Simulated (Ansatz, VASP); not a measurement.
## GaN: VASP beside Ansatz

Contents of POSCAR:

```
GaN
1.0
    0.0000000000      2.2489525436      2.3051763572
    2.2489525436      0.0000000000      2.3051763572
    2.2489525436      2.2489525436      0.0000000000
Ga N
1 1
Direct
    0.0000000000      0.0000000000      0.0000000000
    0.2500000000      0.2500000000      0.2500000000
```

Contents of INCAR.step1:

```
  ALGO = Normal
  EDIFF = 1E-5
  ENCUT = 910
  GGA = PE
  GGA_COMPAT = False
  ISMEAR = 0
  LASPH = True
  LCHARG = False
  LREAL = False
  LWAVE = True
  NBANDS = 16
  NELM = 120
  PREC = Accurate
  SIGMA = 0.01
```

The input INCAR.step2:

```
  ALGO = Normal
  EDIFF = 1E-6
  ENCUT = 910
  GGA_COMPAT = False
  ISIF = 2
  ISMEAR = 0
  ISTART = 1
  LASPH = True
  LCHARG = False
  LMIXTAU = True
  LREAL = False
  LWAVE = False
  METAGGA = R2SCAN
  NBANDS = 16
  NELM = 120
  PREC = Accurate
  SIGMA = 0.01
```

File KPOINTS:

```
k-points
0
Gamma
  10 10 10
```

Input for Ansatz:

```yaml
crystal:
  lattice:
    - [0.0, 2.2489525436, 2.3051763572]
    - [2.2489525436, 0.0, 2.3051763572]
    - [2.2489525436, 2.2489525436, 0.0]
  atoms:
    - { symbol: Ga, position: [0.0, 0.0, 0.0] }
    - { symbol: "N", position: [0.25, 0.25, 0.25] }
kpoints:
  mp_grid: { grid: [10, 10, 10] }
  band_path:
    path:
      - [0.0, 0.0, 0.0]
      - [-0.5, -0.5, 0.0]
      - [-0.375, -0.375, 0.25]
      - [-0.375, 0.0, 0.375]
      - [0.0, 0.0, 0.5]
      - [-0.5, -0.25, 0.25]
    npoints: 1
hamiltonian:
  xc: r2scan
scf:
  occupations: { method: fixed }
  n_extra_bands: 4
output:
  forces: true
  stress: true
  eigenvalues: true
```

Change from the starting cell: uniaxial_z strain +2.5%.

Alike in both runs: task single point; functional r2SCAN; k mesh 10 × 10 × 10; no spin polarisation.

```csv
,VASP,Ansatz
version,VASP 6.6.1,Ansatz 0.2.0
potentials or method,"VASP PAW PBE potentials, release 64 (Ga_d, N_h)","plane waves, PAW"
plane-wave cutoff (eV),910,500
occupations,"gaussian, width 0.01 eV",fixed
valence electrons in the cell,18,18
```

```tsv
	VASP	Ansatz	Ansatz less VASP
gap on the k mesh at the Fermi level (eV)	1.95	1.96	+0.010
```

VASP's potentials were made for PBE, not for r2SCAN.

Noted on VASP's run: the cutoff is short for stress, so the pressure is rough.
